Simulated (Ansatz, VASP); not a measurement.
## One calculation of AgCl, two programs

File INCAR:

```
SYSTEM = AgCl
ALGO = Normal
EDIFF = 1E-7
ENCUT = 520
GGA = PE
ISIF = 2
ISMEAR = 0
LASPH = .TRUE.
LCHARG = .FALSE.
LREAL = .FALSE.
LWAVE = .FALSE.
NBANDS = 16
NELM = 100
PREC = Accurate
SIGMA = 0.05
```

KPOINTS

```
k-points
0
G
  8 8 8
  0 0 0
```

The input POSCAR:

```
AgCl
1.0
    0.0000000000      2.7311020407      2.8060228508
    2.7311020407      0.0000000000      2.8060228508
    2.7311020407      2.7311020407      0.0000000000
Ag Cl
1 1
Direct
    0.4775480680      0.5224519320      0.5224519320
    0.0683173339     -0.0683173339     -0.0683173339
```

Input for Ansatz:

```yaml
crystal:
  lattice:
    - [0.0, 2.7311020407, 2.8060228508]
    - [2.7311020407, 0.0, 2.8060228508]
    - [2.7311020407, 2.7311020407, 0.0]
  atoms:
    - { symbol: Ag, position: [0.477548068, 0.522451932, 0.522451932] }
    - { symbol: Cl, position: [0.0683173339, -0.0683173339, -0.0683173339] }
basis:
  ecutwfc: 420
kpoints:
  mp_grid: { grid: [8, 8, 8] }
hamiltonian:
  xc: pbe
scf:
  occupations: { method: gaussian, width: 0.05 }
output:
  forces: true
  stress: true
  eigenvalues: true
```

Change from the starting cell: mode 4 frozen in at -0.383 Å, equal normal strain along x and y -0.0267.

Alike in both runs: task single point; functional PBE; k mesh 8 × 8 × 8; occupations gaussian, width 0.05 eV; no spin polarisation.

|  | VASP | Ansatz |
| --- | --- | --- |
| version | VASP 6.6.1 | Ansatz 0.2.0 |
| potentials or method | VASP PAW PBE potentials, release 64 (Ag, Cl), cutoff 520 eV | scalar-relativistic, plane waves, PAW |
| valence electrons in the cell | 18 | 26 |

|  | VASP | Ansatz | Ansatz less VASP |
| --- | --- | --- | --- |
| gap on the k mesh at the Fermi level (eV) | 1.16 | 1.17 | +0.004 |
| least direct gap on the mesh (eV) | 1.76 | 1.76 | +0.002 |
| pressure (GPa) | 8.9 | 9.1 | +0.17 |
| traceless stress, the component that is largest in VASP (GPa) | 12.80 | 12.90 | +0.097 |
| rms of the force components (eV/Å) | 1.313 | 1.324 | +0.0108 |

Atom by atom the forces differ by 0.011 eV/Å (rms over components). The functional is the same, so the differences come from potentials, cutoffs and numerics. VASP's potentials hold 18 valence electrons a cell and Ansatz's 26, so a difference there can come from the potentials and not from the codes.
